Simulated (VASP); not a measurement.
# MgO (P6_3/mmc) in VASP: further runs, part 2 of 2

VASP 6.6.1.

## 3. Single point, PBE

This run uses another cell than the first one, of 11.49 Å³/atom, 1.011 times its volume.

File INCAR:

```
ALGO = Normal
EDIFF = 1E-6
ENCUT = 520
GGA = PE
ISIF = 2
ISMEAR = 0
LASPH = True
LCHARG = False
LREAL = False
LWAVE = False
NBANDS = 16
NELM = 80
PREC = Accurate
SIGMA = 0.05
```

File KPOINTS:

```
k-points
0
Gamma
  9 9 6
```

File POSCAR:

```
MgO
1.0
    3.4861000000      0.0000000000      0.0000000000
   -1.7430500000      3.0190511601      0.0000000000
    0.0000000000      0.0000000000      4.3666000000
Mg O
2 2
Direct
    0.6666666667      0.3333333333      0.7500000000
    0.3333333333      0.6666666667      0.2500000000
    0.6666666667      0.3333333333      0.2500000000
    0.3333333333      0.6666666667      0.7500000000
```

Potentials or basis: VASP PAW PBE potentials, release 64 (Mg, O).

Run with:

```
cat potpaw_PBE.64/Mg/POTCAR potpaw_PBE.64/O/POTCAR > POTCAR
mpirun -np 1 vasp_std > vasp.out
```

OUTCAR:

```text
EDIFF = 1E-6
   ENCUT = 520
   GGA = PE
   ISIF = 2
   ISMEAR = 0
   LASPH = True
   LREAL = False
   NELM = 80
   PREC = Accurate

 ion  position               nearest neighbor table
   1  0.667  0.333  0.750-   4 2.01   4 2.01   4 2.01   3 2.18   3 2.18   2 2.97   2 2.97   2 2.97
                             2 2.97   2 2.97   2 2.97
   2  0.333  0.667  0.250-   3 2.01   3 2.01   3 2.01   4 2.18   4 2.18   1 2.97   1 2.97   1 2.97
                             1 2.97   1 2.97   1 2.97
   3  0.667  0.333  0.250-   2 2.01   2 2.01   2 2.01   1 2.18   1 2.18
   4  0.333  0.667  0.750-   1 2.01   1 2.01   1 2.01   2 2.18   2 2.18

  LATTYP: Found a hexagonal cell.
 ALAT       =     3.4861000000
 C/A-ratio  =     1.2525745102

  Lattice vectors:

 A1 = (   3.4861000000,   0.0000000000,   0.0000000000)
 A2 = (  -1.7430500000,   3.0190511601,   0.0000000000)
 A3 = (   0.0000000000,   0.0000000000,   4.3666000000)

Analysis of symmetry for initial positions (statically):
=====================================================================
 Subroutine PRICEL returns:
 Original cell was already a primitive cell.

 Routine SETGRP: Setting up the symmetry group for a
 hexagonal supercell.

 Subroutine GETGRP returns: Found 24 space group operations
 (whereof 12 operations were pure point group operations)
 out of a pool of 24 trial point group operations.

The static configuration has the point symmetry D_3d.
 The point group associated with its full space group is D_6h.

Analysis of symmetry for dynamics (positions and initial velocities):
=====================================================================
 Subroutine PRICEL returns:
 Original cell was already a primitive cell.

 Routine SETGRP: Setting up the symmetry group for a
 hexagonal supercell.

 Subroutine GETGRP returns: Found 24 space group operations
 (whereof 12 operations were pure point group operations)
 out of a pool of 24 trial point group operations.

The dynamic configuration has the point symmetry D_3d.
 The point group associated with its full space group is D_6h.

 Subroutine INISYM returns: Found 24 space group operations
 (whereof 12 operations are pure point group operations),
 and found     1 'primitive' translations

----------------------------------------------------------------------------------------

                                     Primitive cell

  volume of cell :      45.9572

  direct lattice vectors                    reciprocal lattice vectors
     3.486100000  0.000000000  0.000000000     0.286853504  0.165614948  0.000000000
    -1.743050000  3.019051160  0.000000000     0.000000000  0.331229895  0.000000000
     0.000000000  0.000000000  4.366600000     0.000000000  0.000000000  0.229011130

  length of vectors
     3.486100000  3.486100000  4.366600000     0.331229895  0.331229895  0.229011130

  position of ions in fractional coordinates (direct lattice)
     0.666666667  0.333333333  0.750000000
     0.333333333  0.666666667  0.250000000
     0.666666667  0.333333333  0.250000000
     0.333333333  0.666666667  0.750000000

  ion indices of the primitive-cell ions
   primitive index   ion index
[... 22 lines left out ...]

  Shift w.r.t. Gamma in fractional coordinates (k-lattice)
     0.000000000  0.000000000  0.000000000

 Subroutine IBZKPT returns following result:
 ===========================================

 Found     48 irreducible k-points:

 Following reciprocal coordinates:
            Coordinates               Weight
  0.000000  0.000000  0.000000      1.000000
  0.111111 -0.000000  0.000000      6.000000
  0.222222 -0.000000  0.000000      6.000000
  0.333333 -0.000000  0.000000      6.000000
  0.444444 -0.000000  0.000000      6.000000
  0.111111  0.111111  0.000000      6.000000
[... 16 lines left out ...]
  0.333333  0.222222  0.166667     24.000000
  0.333333  0.333333  0.166667      4.000000
 [... further k-points ...]
   k-points           NKPTS =     48   k-points in BZ     NKDIM =     48   number of bands    NBANDS=     16
   number of dos      NEDOS =    301   number of ions     NIONS =      4
   total plane-waves  NPLWV =  25088
   dimension x,y,z NGX =    28 NGY =   28 NGZ =   32
   dimension x,y,z NGXF=    56 NGYF=   56 NGZF=   64
   ions per type =               2   2
   NGX,Y,Z   is equivalent  to a cutoff of  13.35, 13.35, 12.18 a.u.
   NGXF,Y,Z  is equivalent  to a cutoff of  26.71, 26.71, 24.37 a.u.
 SYSTEM =  unknown system
   PREC   = accura    normal or accurate (medium, high low for compatibility)
   ISTART =      0    job   : 0-new  1-cont  2-samecut
   ICHARG =      2    charge: 1-file 2-atom 10-const
   ISPIN  =      1    spin polarized calculation?
   LNONCOLLINEAR =      F non collinear calculations
   LSORBIT =      F    spin-orbit coupling
   LASPH  =      T    aspherical Exc in radial PAW
   ENCUT  =  520.0 eV  38.22 Ry    6.18 a.u.   6.48  6.48  8.12*2*pi/ulx,y,z
   NELM   =     80;   NELMIN=  2; NELMDL= -5     # of ELM steps
   EDIFF  = 0.1E-05   stopping-criterion for ELM
   LREAL  =      F    real-space projection
   EDIFFG = 0.1E-04   stopping-criterion for IOM
   NSW    =      0    number of steps for IOM
   IBRION =     -1    ionic relax: 0-MD 1-quasi-New 2-CG
   NFREE  =      0    steps in history (QN), initial steepest desc. (CG)
   ISIF   =      2    stress and relaxation
   ISYM   =      2    0-nonsym 1-usesym 2-fastsym
   POTIM  = 0.5000    time-step for ionic-motion
   TEBEG  =    0.0;   TEEND  =   0.0 temperature during run
   PSTRESS=    0.0 pullay stress
   NELECT =      16.0000    total number of electrons
   NUPDOWN=      -1.0000    fix difference up-down
   EMIN   =  10.00;   EMAX   =-10.00  energy-range for DOS
   EFERMI =   0.00;   METHOD = LEGACY
   ISMEAR =     0;   SIGMA  =   0.05  broadening in eV -4-tet -1-fermi 0-gaus
   EFERMI_NEDOS =   21; number of points for ismear=-14 and -15
   IALGO  =     38    algorithm
   IMIX   =      4    mixing-type and parameters
     AMIX     =   0.40;   BMIX     =  1.00
     AMIX_MAG =   1.60;   BMIX_MAG =  1.00
  volume/ion in A,a.u.               =      11.49        77.53
  Fermi-wavevector in a.u.,A,eV,Ry     =   1.151676  2.176352 18.046185  1.326357
  Thomas-Fermi vector in A             =   2.288332
   LORBIT       =      0    0 simple, 1 ext, 2 COOP (PROOUT), +10 PAW based schemes
   GGA     = PE    functional components
   LHFCALC =     F    Hartree Fock is set to
   AEXX    =    0.0000 exact exchange contribution
   IVDW    =     0    specifies the selected vdW correction
   LEPSILON=     F    determine dielectric tensor
   LRPA    =     F    only Hartree local field effects (RPA)
 non-spin polarized calculation
 Gauss-broadening in eV      SIGMA  =   0.05
  energy-cutoff  :      520.00
  volume of cell :       45.96
 maximum number of plane-waves:      1265
 NGX is ok and might be reduce to    28
   NGX = 13   NGY = 13   NGZ = 17

 number of electron      15.9999994 magnetization

 Free energy of the ion-electron system (eV)
  ---------------------------------------------------
  ext. energy  EPLUGINS =         0.00000000
  ---------------------------------------------------
  free energy    TOTEN  =       -23.65025117 eV

  energy without entropy =      -23.65025117  energy(sigma->0) =      -23.65025117

 E-fermi :   2.0621     XC(G=0):  -9.8910

 val. band max:        1.7928098509   @ k =   0.0000   0.0000   0.0000
 cond. band min:       4.9479610641   @ k =   0.0000   0.0000   0.0000
 fundamental gap:      3.1551512131
 Fermi energy:         2.0621091056

 k-point     1 :       0.0000    0.0000    0.0000
  band No.  band energies     occupation
      1     -15.0054      2.00000
      2     -13.7886      2.00000
      3      -1.8239      2.00000
      4       0.1441      2.00000
      5       0.1441      2.00000
      6       0.9336      2.00000
[... 433 lines left out ...]
      3      -1.5780      2.00000
      4      -0.9632      2.00000
      5      -0.9632      2.00000
      6       0.4972      2.00000
[... 8 lines left out ...]
     15      15.2795      0.00000
     16      17.9182      0.00000

 [... further k-points ...]
[... 5 lines left out ...]
  --------------------------------------------------------------------------------------
  -------------------------------------------------------------------------------------
  Total        0.1001523      0.1001523     -1.4876361      0.0000000     -0.0000000      0.0000000
  in kB        3.4915460      3.4915460    -51.8625160      0.0000000     -0.0000000      0.0000000
  external PRESSURE =     -14.9598080 kB  Pullay stress =       0.0000000 kB

 VOLUME and BASIS-vectors are now :
 -----------------------------------------------------------------------------
  energy-cutoff  :      520.00
  volume of cell :       45.96
      direct lattice vectors                 reciprocal lattice vectors
     3.486100000  0.000000000  0.000000000     0.286853504  0.165614948  0.000000000
    -1.743050000  3.019051160  0.000000000     0.000000000  0.331229895  0.000000000
     0.000000000  0.000000000  4.366600000     0.000000000  0.000000000  0.229011130

 POSITION                                       TOTAL-FORCE (eV/Angst)
 -----------------------------------------------------------------------------------
      1.74305      1.00635      3.27495         0.000000     -0.000000      0.000000
     -0.00000      2.01270      1.09165        -0.000000      0.000000      0.000000
      1.74305      1.00635      1.09165        -0.000000      0.000000      0.000000
     -0.00000      2.01270      3.27495         0.000000      0.000000      0.000000
 -----------------------------------------------------------------------------------
    total drift:                               -0.000000      0.000000     -0.000000

  FREE ENERGIE OF THE ION-ELECTRON SYSTEM (eV)
  ---------------------------------------------------
  free  energy   TOTEN  =       -23.6502511716 eV

  energy  without entropy=      -23.6502511716  energy(sigma->0) =      -23.65025117
```

stdout:

```text
POSCAR found type information on POSCAR MgO
 POSCAR found :  2 types and       4 ions
 scaLAPACK will be used
 LDA part: xc-table for (Slater+PW92), standard interpolation
 POSCAR, INCAR and KPOINTS ok, starting setup
 FFT: planning ... GRIDC
 FFT: planning ... GRID_SOFT
 FFT: planning ... GRID
 WAVECAR not read
 entering main loop
```

Wall time 43 s (1 thread of Intel Xeon 8259CL, shared host); peak memory 0.18 GiB.

Results:

- Free energy: -23.6503 eV
- Pressure: -1.5 GPa
- Band gap on the k mesh: 3.16 eV, direct

Levels at points of the mesh, in eV from the valence-band top:
```csv
k point,band 5,band 6,band 7,band 8,band 9,band 10,band 11,band 12
"(0.00, 0.00, 0.00)",-1.65,-0.86,-0.86,0.00,3.16,8.94,11.46,12.49
"(0.00, 0.00, 0.50)",-1.27,-1.27,-1.27,-1.27,6.13,6.13,12.85,12.85
```

Expect the measured gap to be larger: semilocal functionals such as PBE lack the derivative discontinuity.

## 4. Single point, PBE

This run uses another cell than the first one, of 11.49 Å³/atom, 1.011 times its volume.

File INCAR:

```
SYSTEM = MgO
PREC = Accurate
ENCUT = 520
EDIFF = 1E-6
ISMEAR = 0
SIGMA = 0.05
LREAL = .FALSE.
LASPH = .TRUE.
NELM = 60
ALGO = Normal
ISIF = 2
LWAVE = .FALSE.
LCHARG = .FALSE.
GGA = PE
NBANDS = 16
```

File KPOINTS:

```
Automatic mesh
0
G
  9 9 6
  0 0 0
```

File POSCAR:

```
MgO
1.0
    3.5565000000      0.0000000000      0.0000000000
   -1.7782500000      3.0800193485      0.0000000000
    0.0000000000      0.0000000000      4.1970000000
Mg O
2 2
Direct
    0.6666666667      0.3333333333      0.7500000000
    0.3333333333      0.6666666667      0.2500000000
    0.6666666667      0.3333333333      0.2500000000
    0.3333333333      0.6666666667      0.7500000000
```

Potentials or basis: VASP PAW PBE potentials, release 64 (Mg, O).

Run with:

```
cat potpaw_PBE.64/Mg/POTCAR potpaw_PBE.64/O/POTCAR > POTCAR
mpirun -np 1 vasp_std > vasp.out
```

OUTCAR:

```text
SYSTEM = MgO
   PREC = Accurate
   ENCUT = 520
   EDIFF = 1E-6
   ISMEAR = 0
   LREAL = .FALSE.
   LASPH = .TRUE.
   NELM = 60
   ISIF = 2
   GGA = PE

 ion  position               nearest neighbor table
   1  0.667  0.333  0.750-   4 2.05   4 2.05   4 2.05   3 2.10   3 2.10   2 2.94   2 2.94   2 2.94
                             2 2.94   2 2.94   2 2.94
   2  0.333  0.667  0.250-   3 2.05   3 2.05   3 2.05   4 2.10   4 2.10   1 2.94   1 2.94   1 2.94
                             1 2.94   1 2.94   1 2.94
   3  0.667  0.333  0.250-   2 2.05   2 2.05   2 2.05   1 2.10   1 2.10
   4  0.333  0.667  0.750-   1 2.05   1 2.05   1 2.05   2 2.10   2 2.10

[... 661 lines left out ...]
  -------------------------------------------------------------------------------------
  Total       -0.7473208     -0.7473208      0.0516152      0.0000000     -0.0000000      0.0000000
  in kB      -26.0436834    -26.0436834      1.7987584      0.0000000     -0.0000000      0.0000000
  external PRESSURE =     -16.7628694 kB  Pullay stress =       0.0000000 kB

 VOLUME and BASIS-vectors are now :
 -----------------------------------------------------------------------------
  energy-cutoff  :      520.00
  volume of cell :       45.97
      direct lattice vectors                 reciprocal lattice vectors
     3.556500000  0.000000000  0.000000000     0.281175313  0.162336643  0.000000000
    -1.778250000  3.080019349  0.000000000     0.000000000  0.324673285  0.000000000
     0.000000000  0.000000000  4.197000000     0.000000000  0.000000000  0.238265428

 POSITION                                       TOTAL-FORCE (eV/Angst)
 -----------------------------------------------------------------------------------
      1.77825      1.02667      3.14775         0.000000     -0.000000     -0.000000
     -0.00000      2.05335      1.04925        -0.000000      0.000000      0.000000
      1.77825      1.02667      1.04925        -0.000000      0.000000      0.000000
     -0.00000      2.05335      3.14775         0.000000      0.000000     -0.000000
 -----------------------------------------------------------------------------------
    total drift:                               -0.000000      0.000000     -0.000000

  FREE ENERGIE OF THE ION-ELECTRON SYSTEM (eV)
  ---------------------------------------------------
  free  energy   TOTEN  =       -23.6674720412 eV

  energy  without entropy=      -23.6674720411  energy(sigma->0) =      -23.66747204
```

OSZICAR:

```text
N       E                     dE             d eps       ncg     rms          rms(c)
DAV:   1     0.652193599741E+02    0.65219E+02   -0.75494E+03  1544   0.888E+02
DAV:   2    -0.233716724335E+02   -0.88591E+02   -0.80219E+02  2160   0.197E+02
DAV:   3    -0.276302753098E+02   -0.42586E+01   -0.42462E+01  1752   0.451E+01
DAV:   4    -0.276473228546E+02   -0.17048E-01   -0.17047E-01  1888   0.337E+00
DAV:   5    -0.276474086909E+02   -0.85836E-04   -0.85836E-04  1752   0.229E-01    0.111E+01
DAV:   6    -0.237411735731E+02    0.39062E+01   -0.10556E+01  1632   0.249E+01    0.366E+00
DAV:   7    -0.236866572280E+02    0.54516E-01   -0.15735E-01  1576   0.323E+00    0.214E+00
DAV:   8    -0.236695324316E+02    0.17125E-01   -0.10379E-01  1624   0.340E+00    0.549E-01
DAV:   9    -0.236664958347E+02    0.30366E-02   -0.85459E-03  1896   0.824E-01    0.117E-01
DAV:  10    -0.236674495879E+02   -0.95375E-03   -0.91057E-04  1568   0.224E-01    0.371E-02
DAV:  11    -0.236674724214E+02   -0.22834E-04   -0.32016E-05  1696   0.445E-02    0.227E-02
DAV:  12    -0.236674720412E+02    0.38027E-06   -0.99872E-06  1576   0.241E-02
   1 F= -.23667472E+02 E0= -.23667472E+02  d E =-.174119E-10
```

stdout:

```text
POSCAR found type information on POSCAR MgO
 POSCAR found :  2 types and       4 ions
 scaLAPACK will be used
 LDA part: xc-table for (Slater+PW92), standard interpolation
 POSCAR, INCAR and KPOINTS ok, starting setup
 FFT: planning ... GRIDC
 FFT: planning ... GRID_SOFT
 FFT: planning ... GRID
 WAVECAR not read
 entering main loop
```

It took 37 s on 1 thread of Intel Xeon 8259CL, shared host; peak memory 0.18 GiB.

Results:

* Free energy: -23.6675 eV
* Pressure: -1.7 GPa
* Band gap on the k mesh: 3.24 eV, direct

Stress tensor (GPa, compression positive):
```
-2.60  0.00  0.00
 0.00 -2.60  0.00
 0.00  0.00  0.18
```

Levels at points of the mesh, in eV from the valence-band top:
| k point | band 5 | band 6 | band 7 | band 8 | band 9 | band 10 | band 11 | band 12 |
| --- | --- | --- | --- | --- | --- | --- | --- | --- |
| (0.00, 0.00, 0.00) | -1.65 | -0.71 | -0.71 | 0.00 | 3.24 | 9.20 | 12.07 | 12.17 |
| (0.00, 0.00, 0.50) | -1.20 | -1.20 | -1.20 | -1.20 | 6.27 | 6.27 | 12.53 | 12.53 |

## 5. Overview

```tsv
cell	gap on the mesh (eV)	pressure (GPa)
a = 3.592, b = 3.592, c = 4.070 Å, angles 90.0, 90.0, 120.0°, 4 atoms	3.35	0.7
a = 3.486, b = 3.486, c = 4.367 Å, angles 90.0, 90.0, 120.0°, 4 atoms	3.16	-1.5
a = 3.557, b = 3.556, c = 4.197 Å, angles 90.0, 90.0, 120.0°, 4 atoms	3.24	-1.7
```

Alike in all rows: task single point; level PBE; potentials or basis VASP PAW PBE potentials, release 64 (Mg, O); no spin polarisation; k mesh 9 × 9 × 6; cutoff (eV) 520; smearing gaussian 0.05 eV.

Total energies depend on the potentials used, so only differences within one code and one set of settings carry meaning.
